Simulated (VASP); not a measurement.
Ba: single point with PBE

The system is Ba.

```xyz
1
Lattice="-2.4436 2.4436 2.4436 2.4436 -2.4436 2.4436 2.4436 2.4436 -2.4436" Properties=species:S:1:pos:R:3 pbc="T T T"
Ba    0.0000    0.0000    0.0000
```

This cell differs from its parent crystal: volume scaled by 0.92.

| Item | Value |
| --- | --- |
| Program | VASP 6.6.1 |
| Task | single point |
| Functional | PBE |
| Potentials or basis | VASP PAW PBE potentials, release 64 (Ba_sv) |
| Cutoff | 520 eV |
| k mesh | 15 × 15 × 15 |
| Occupations | fermi-dirac, width 0.1 eV |
| Spin | no spin polarisation |
| Dipole correction | no |
| Further INCAR settings | ALGO = Normal; EDIFF = 1e-06; NBANDS = 11 |

| Quantity | Value |
| --- | --- |
| Pressure | 0.9 GPa |
| Band gap on the k mesh | zero (band 5 reaches 2.38 eV, above the bottom of band 6 at 1.29 eV) |

Levels at points of the mesh, in eV from the Fermi level:
| k point | band 3 | band 4 | band 5 | band 6 | band 7 | band 8 |
| --- | --- | --- | --- | --- | --- | --- |
| (0.00, 0.00, 0.00) | -13.67 | -13.67 | -2.80 | 1.90 | 1.90 | 1.90 |

Run time: 34 s on 1 thread of Intel(R) Xeon(R) Platinum 8259CL CPU @ 2.50GHz (Skylake/Cascade Lake), on a shared host, peak memory 0.22 GiB.

Caveat: spin-orbit coupling is left out, which moves the levels of the heavy elements.
